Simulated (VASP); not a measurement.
Input of a VASP 6.6.1 run:

Contents of INCAR:

```
ALGO = Normal
EDIFF = 1E-6
ENCUT = 500
GGA = PE
GGA_COMPAT = False
ISIF = 2
ISMEAR = -1
LASPH = True
LCHARG = False
LREAL = False
LWAVE = False
NBANDS = 15
NELM = 120
PREC = Accurate
SIGMA = 0.02
```

File KPOINTS:

```
k-points
0
Gamma
  6 6 6
```

File POSCAR:

```
CsI
1.0
    4.6080834137      0.0000000000      0.0000000000
    0.0000000000      4.6080834137      0.0000000000
    0.0000000000      0.0000000000      4.6080834137
Cs I
1 1
Direct
    0.0000000000      0.0000000000      0.0000000000
    0.5000000000      0.5000000000      0.5000000000
```

Potentials or basis: VASP PAW PBE potentials, release 64 (Cs_sv, I).

Launch:

```sh
$ cat potpaw_PBE.64/Cs_sv/POTCAR potpaw_PBE.64/I/POTCAR > POTCAR
$ mpirun -np 1 vasp_std > vasp.out
```

Q: Estimate the band gap on the k mesh.

A: 3.79 eV (least direct gap 3.88 eV).

Q: What does it give for the pressure?

A: 0.4 GPa.

Caveat: spin-orbit coupling is left out, which moves the levels of the heavy elements. Expect the measured gap to be larger: semilocal functionals such as PBE lack the derivative discontinuity.
